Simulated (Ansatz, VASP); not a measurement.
BP: VASP beside Ansatz

```
B P
1.0
     0.00000    2.15542    2.15542
     2.15542    0.00000    2.15542
     2.15542    2.15542    0.00000
B P
1 1
Direct
  0.00000 0.00000 0.00000
  0.50000 0.50000 0.50000
```

Alike in both runs: task single point; functional HSE06; k mesh 4 × 4 × 4; occupations fermi-dirac, width 0.02 eV; no spin polarisation.

|  | VASP | Ansatz |
| --- | --- | --- |
| version | VASP 6.6.1 | Ansatz 0.2.0 |
| potentials or method | VASP PAW PBE potentials, release 64 (B, P) | plane waves, PAW |
| plane-wave cutoff (eV) | 520 | 420 |
| valence electrons in the cell | 8 | 8 |

|  | VASP | Ansatz | Ansatz less VASP |
| --- | --- | --- | --- |
| pressure (GPa) | -3.6 | -2.9 | +0.77 |

The functional is the same, so the differences come from potentials, cutoffs and numerics. Ansatz's warnings: filled band counts differ across k points, stress exchange threshold loose, stress scf threshold loose.

The k mesh is coarse, so the values compare programs but aren't converged.
